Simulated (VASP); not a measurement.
# HC12 in VASP: further runs, part 2 of 2

VASP 6.6.1. The steps go on from the part before.

## Step 3: Single point, LDA

The input, INCAR:

```
SYSTEM = HC12
PREC = Accurate
ENCUT = 520
EDIFF = 1E-6
ISMEAR = 0
SIGMA = 0.05
LREAL = Auto
LASPH = .TRUE.
NELM = 100
ALGO = Normal
ISIF = 2
LWAVE = .FALSE.
LCHARG = .FALSE.
LDIPOL = .TRUE.
IDIPOL = 3
DIPOL = 0.5 0.5 0.296
NBANDS = 68
```

The input, KPOINTS:

```
Automatic mesh
0
G
  6 4 1
  0 0 0
```

The input, POSCAR:

```
HC12
1.0
    4.8892663280      0.0000000000      0.0000000000
   -2.4446331640      6.7739291692      0.0000000000
    0.0000000000      0.0000000000     22.7684096771
C H
24 2
Direct
    0.4020794403      0.3041588806      0.1756820110
    0.4020794403      0.8041588805      0.1756820110
    0.9020794403      0.3041588806      0.1756820110
    0.9020794403      0.8041588805      0.1756820110
    0.1630408159      0.3260816317      0.2059829668
    0.1630408159      0.8260816317      0.2059829668
    0.6630408159      0.3260816317      0.2059829668
    0.6630408159      0.8260816317      0.2059829668
    0.1846395683      0.3692791367      0.2666259491
    0.1846395683      0.8692791367      0.2666259491
    0.6846395683      0.3692791367      0.2666259491
    0.6846395683      0.8692791367      0.2666259491
    0.4461625696      0.3923265051      0.2960492075
    0.4461625696      0.8923265051      0.2960492075
    0.9461625696      0.3923265051      0.2960492075
    0.9461625696      0.8923265051      0.2960492075
    0.4715644646      0.4431294558      0.3591099590
    0.4715644646      0.9431294558      0.3591099590
    0.9715644646      0.4431294558      0.3591099590
    0.9715644646      0.9431294558      0.3591099590
    0.2327030006      0.4654044969      0.3851129614
    0.2327030006      0.9654044969      0.3851129614
    0.7327030006      0.4654044969      0.3851129614
    0.7327030006      0.9654044969      0.3851129614
    0.2327030006      0.8834082800      0.4751499921
    0.2327030006      1.0474007138      0.4751499921
```

Potentials or basis: VASP PAW LDA potentials, release 64 (C, H).

Run with:

```sh
$ cat potpaw_LDA.64/C/POTCAR potpaw_LDA.64/H/POTCAR > POTCAR
$ mpirun -np 1 vasp_std > vasp.out
```

OUTCAR:

```text
SYSTEM = HC12
   PREC = Accurate
   ENCUT = 520
   EDIFF = 1E-6
   ISMEAR = 0
   LREAL = Auto
   LASPH = .TRUE.
   NELM = 100
   ISIF = 2

 ion  position               nearest neighbor table
   1  0.402  0.304  0.176-   5 1.41   7 1.41
   2  0.402  0.804  0.176-   8 1.41   6 1.41
   3  0.902  0.304  0.176-   7 1.41   5 1.41
   4  0.902  0.804  0.176-   6 1.41   8 1.41
   5  0.163  0.326  0.206-   1 1.41   3 1.41   9 1.41
   6  0.163  0.826  0.206-   4 1.41   2 1.41  10 1.41
   7  0.663  0.326  0.206-   3 1.41   1 1.41  11 1.41
   8  0.663  0.826  0.206-   2 1.41   4 1.41  12 1.41
   9  0.185  0.369  0.267-  13 1.40  15 1.40   5 1.41
  10  0.185  0.869  0.267-  14 1.40  16 1.40   6 1.41
[... 8 lines left out ...]
  19  0.972  0.443  0.359-  23 1.37  21 1.37  15 1.48
  20  0.972  0.943  0.359-  24 1.37  22 1.37  16 1.48
  21  0.233  0.465  0.385-  17 1.37  19 1.37
  22  0.233  0.965  0.385-  18 1.37  20 1.37
  23  0.733  0.465  0.385-  19 1.37  17 1.37
  24  0.733  0.965  0.385-  20 1.37  18 1.37
  25  0.233  0.883  0.475-
  26  0.233  0.047  0.475-

  LATTYP: Found a base centered orthorhombic cell.
 ALAT       =     4.8892663280
 B/A-ratio  =     2.7709389159
 C/A-ratio  =     4.6568151845

  Lattice vectors:

 A1 = (   2.4446331640,  -6.7739291692,   0.0000000000)
 A2 = (   2.4446331640,   6.7739291692,   0.0000000000)
 A3 = (   0.0000000000,   0.0000000000,  22.7684096771)

Analysis of symmetry for initial positions (statically):
=====================================================================
 Subroutine PRICEL returns:
 Original cell was already a primitive cell.

 Routine SETGRP: Setting up the symmetry group for a
 base centered orthorhombic supercell.

 Subroutine GETGRP returns: Found  1 space group operations
 (whereof  1 operations were pure point group operations)
 out of a pool of  8 trial point group operations.

The static configuration has the point symmetry C_1 .

Analysis of symmetry for dynamics (positions and initial velocities):
=====================================================================
 Subroutine PRICEL returns:
 Original cell was already a primitive cell.

 Routine SETGRP: Setting up the symmetry group for a
 base centered orthorhombic supercell.

 Subroutine GETGRP returns: Found  1 space group operations
 (whereof  1 operations were pure point group operations)
 out of a pool of  8 trial point group operations.

The dynamic configuration has the point symmetry C_1 .

 Subroutine INISYM returns: Found  1 space group operations
 (whereof  1 operations are pure point group operations),
 and found     1 'primitive' translations

----------------------------------------------------------------------------------------

                                     Primitive cell

  volume of cell :     754.0793

  direct lattice vectors                    reciprocal lattice vectors
     4.889266328  0.000000000  0.000000000     0.204529664  0.073812405  0.000000000
    -2.444633164  6.773929169  0.000000000     0.000000000  0.147624809  0.000000000
     0.000000000  0.000000000 22.768409677     0.000000000  0.000000000  0.043920503

  length of vectors
     4.889266328  7.201551756 22.768409677     0.217441152  0.147624809  0.043920503

  position of ions in fractional coordinates (direct lattice)
     0.402079440  0.304158881  0.175682011
[... 121 lines left out ...]
   total plane-waves  NPLWV = 349920
   dimension x,y,z NGX =    36 NGY =   54 NGZ =  180
   dimension x,y,z NGXF=    72 NGYF=  108 NGZF=  360
   ions per type =              24   2
   NGX,Y,Z   is equivalent  to a cutoff of  12.24, 12.47, 13.14 a.u.
   NGXF,Y,Z  is equivalent  to a cutoff of  24.48, 24.93, 26.29 a.u.
 SYSTEM =  HC12
   PREC   = accura    normal or accurate (medium, high low for compatibility)
   ISTART =      0    job   : 0-new  1-cont  2-samecut
   ICHARG =      2    charge: 1-file 2-atom 10-const
   ISPIN  =      1    spin polarized calculation?
   LNONCOLLINEAR =      F non collinear calculations
   LSORBIT =      F    spin-orbit coupling
   LASPH  =      T    aspherical Exc in radial PAW
   ENCUT  =  520.0 eV  38.22 Ry    6.18 a.u.   9.09 13.39 42.33*2*pi/ulx,y,z
   NELM   =    100;   NELMIN=  2; NELMDL= -5     # of ELM steps
   EDIFF  = 0.1E-05   stopping-criterion for ELM
   LREAL  =      T    real-space projection
   EDIFFG = 0.1E-04   stopping-criterion for IOM
   NSW    =      0    number of steps for IOM
   IBRION =     -1    ionic relax: 0-MD 1-quasi-New 2-CG
   NFREE  =      0    steps in history (QN), initial steepest desc. (CG)
   ISIF   =      2    stress and relaxation
   ISYM   =      2    0-nonsym 1-usesym 2-fastsym
   POTIM  = 0.5000    time-step for ionic-motion
   TEBEG  =    0.0;   TEEND  =   0.0 temperature during run
   PSTRESS=    0.0 pullay stress
   NELECT =      98.0000    total number of electrons
   NUPDOWN=      -1.0000    fix difference up-down
   EMIN   =  10.00;   EMAX   =-10.00  energy-range for DOS
   EFERMI =   0.00;   METHOD = LEGACY
   ISMEAR =     0;   SIGMA  =   0.05  broadening in eV -4-tet -1-fermi 0-gaus
   EFERMI_NEDOS =   21; number of points for ismear=-14 and -15
   IALGO  =     38    algorithm
   IMIX   =      4    mixing-type and parameters
     AMIX     =   0.40;   BMIX     =  1.00
     AMIX_MAG =   1.60;   BMIX_MAG =  1.00
  volume/ion in A,a.u.               =      29.00       195.72
  Fermi-wavevector in a.u.,A,eV,Ry     =   0.829235  1.567028  9.355793  0.687631
  Thomas-Fermi vector in A             =   1.941748
   LORBIT       =      0    0 simple, 1 ext, 2 COOP (PROOUT), +10 PAW based schemes
   GGA     = CA    functional components
   LHFCALC =     F    Hartree Fock is set to
   AEXX    =    0.0000 exact exchange contribution
   IVDW    =     0    specifies the selected vdW correction
   LEPSILON=     F    determine dielectric tensor
   LRPA    =     F    only Hartree local field effects (RPA)
 non-spin polarized calculation
 Gauss-broadening in eV      SIGMA  =   0.05
  energy-cutoff  :      520.00
  volume of cell :      754.08
 maximum number of plane-waves:     20327
   NGX = 19   NGY = 27   NGZ = 85

 dipolmoment           0.000000      0.000000      0.419461 electrons x Angstroem

 number of electron      98.0000001 magnetization

 dipolmoment           0.000000      0.000000     -0.313269 electrons x Angstroem

 Free energy of the ion-electron system (eV)
  ---------------------------------------------------
  ext. energy  EPLUGINS =         0.00000000
  ---------------------------------------------------
  free energy    TOTEN  =      -220.46270571 eV

  energy without entropy =     -220.43235489  energy(sigma->0) =     -220.44753030

 E-fermi :  -3.2851     XC(G=0):  -3.9639

 val. band max:       -3.3004278782   @ k =   0.5000   0.5000   0.0000
 cond. band min:      -3.2818315613   @ k =   0.5000   0.2500   0.0000
 fundamental gap:      0.0185963169
 Fermi energy:        -3.2851075646

 k-point     1 :       0.0000    0.0000    0.0000
  band No.  band energies     occupation
      1     -22.2291      2.00000
      2     -21.8900      2.00000
      3     -20.5093      2.00000
      4     -20.2180      2.00000
      5     -18.0169      2.00000
      6     -17.8696      2.00000
[... 885 lines left out ...]
     60       2.1050      0.00000
     61       2.3735      0.00000
 [bands above 61 left out]

------------------------ aborting loop because EDIFF is reached ----------------------------------------

 vacuum level on the upper side and lower side of the slab       (xc-potential included)        -1.004         0.668

  FORCE on cell =-STRESS in cart. coord.  units (eV):
  Direction    XX          YY          ZZ          XY          YZ          ZX
  --------------------------------------------------------------------------------------
  -------------------------------------------------------------------------------------
  Total        1.4737608     -5.6842602      2.8542292      1.3669870      1.3073372      0.0572901
  in kB        3.1312702    -12.0772343      6.0643238      2.9044100      2.7776732      0.1217231
  external PRESSURE =      -0.9605467 kB  Pullay stress =       0.0000000 kB

 VOLUME and BASIS-vectors are now :
 -----------------------------------------------------------------------------
  energy-cutoff  :      520.00
  volume of cell :      754.08
      direct lattice vectors                 reciprocal lattice vectors
     4.889266328  0.000000000  0.000000000     0.204529664  0.073812405  0.000000000
    -2.444633164  6.773929169  0.000000000     0.000000000  0.147624809  0.000000000
     0.000000000  0.000000000 22.768409677     0.000000000  0.000000000  0.043920503

 POSITION                                       TOTAL-FORCE (eV/Angst)
 -----------------------------------------------------------------------------------
      1.22232      2.06035      4.00000         0.000464      0.321035      1.883944
      0.00000      5.44732      4.00000         0.152897      0.298013      1.714884
      3.66695      2.06035      4.00000         0.003265      0.330788      1.875639
      2.44463      5.44732      4.00000        -0.150548      0.301719      1.713344
      0.00000      2.20885      4.68990         0.002915     -0.722533     -3.539944
     -1.22232      5.59582      4.68990        -0.000906     -0.730155     -3.354026
[... 18 lines left out ...]
     -1.02186      5.98415     10.81841        -1.180666      3.447701     -0.277916
      1.02187      0.32109     10.81841         1.206830     -3.514825     -0.482456
 -----------------------------------------------------------------------------------
    total drift:                               -0.009840      0.010946      0.023023

  FREE ENERGIE OF THE ION-ELECTRON SYSTEM (eV)
  ---------------------------------------------------
  free  energy   TOTEN  =      -220.4627057137 eV

  energy  without entropy=     -220.4323548850  energy(sigma->0) =     -220.44753030

 vacuum level on the upper side and lower side of the slab         2.007         3.714
```

Run time: 27 min. Hardware: 1 thread of Intel Xeon Platinum 8259CL at 2.50GHz (Skylake/Cascade Lake), shared host; peak memory 0.79 GiB.

Results:

| Item | Value |
| --- | --- |
| Free energy | -220.4627 eV |
| Largest force | 3.747 eV/Å |
| Band gap on the k mesh | zero (bands 49 and 50 overlap by 0.01 eV) |

Forces in eV/Å, atoms in the order of the input:
```
C    0.000  0.321  1.884
C    0.153  0.298  1.715
C    0.003  0.331  1.876
C   -0.151  0.302  1.713
C    0.003 -0.723 -3.540
C   -0.001 -0.730 -3.354
C   -0.004 -0.722 -3.535
C    0.002 -0.653 -3.132
C   -0.006  0.379  1.548
C   -0.012  0.321  1.301
C   -0.001  0.378  1.540
C    0.001  0.387  1.492
C    0.007 -0.019  0.024
C   -0.180  0.104  0.218
C   -0.004  0.025  0.013
C    0.189  0.079  0.215
C    0.003 -0.084 -0.256
C    0.251 -0.056  0.005
C    0.002 -0.095 -0.312
C   -0.255 -0.119 -0.026
C   -0.035  0.136  0.433
C   -0.048 -0.040 -0.400
C    0.027  0.120  0.373
C    0.029  0.128  0.964
H   -1.181  3.448 -0.278
H    1.207 -3.515 -0.482
```

Levels at points of the mesh, in eV from the Fermi level:
```
           k point  band 47  band 48  band 49  band 50  band 51  band 52
(0.00, 0.00, 0.00)    -0.26    -0.24    -0.15     0.09     0.38     0.53
(0.50, 0.00, 0.00)    -0.11    -0.07    -0.02     0.01     0.09     0.12
(0.00, 0.50, 0.00)    -0.26    -0.24    -0.22     0.16     0.42     0.54
(0.50, 0.50, 0.00)    -0.11    -0.07    -0.02     0.02     0.08     0.13
```
